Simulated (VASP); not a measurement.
Crystal: Ni.

```
CELL_PARAMETERS angstrom
-1.39845 1.39845 1.39845
1.39845 -1.39845 1.39845
1.39845 1.39845 -1.39845
ATOMIC_POSITIONS crystal
Ni 0.00000 0.00000 0.00000
```

```yaml
Program: VASP 6.6.1
Task: relaxation of cell and atoms
Functional: revPBE
Potentials_or_basis: VASP PAW PBE potentials, release 64 (Ni)
Cutoff: 600 eV
k_mesh: 16 × 16 × 16
Occupations: fermi-dirac, width 0.1 eV
Spin: no spin polarisation
```

At the start: pressure 3.7 GPa; volume 10.94 Å³/atom.

Q: Where does the relaxation end?

A: Over 3 steps the energy falls by 2.4 meV/atom and the volume is 11.16 Å³/atom (+2.0 %); space group Im-3m (No. 229, to 0.05 Å).

Step by step:
| step | energy change (eV) | largest force (eV/Å) | pressure (GPa) | volume (Å³) |
| --- | --- | --- | --- | --- |
| 1 | 0.0000 | 0.0000 | 3.72 | 10.94 |
| 2 | -0.0007 | 0.0000 | -2.89 | 11.35 |
| 3 | -0.0024 | 0.0000 | 0.02 | 11.16 |

Final structure:
```xyz
1
Lattice="-1.4076 1.4076 1.4076 1.4076 -1.4076 1.4076 1.4076 1.4076 -1.4076" Properties=species:S:1:pos:R:3 pbc="T T T"
Ni    0.0000    0.0000    0.0000
```

Caveat: the PAW data sets were made with another functional, which shifts forces and pressure a little; the run has no spin polarisation, though such a crystal can be magnetic.
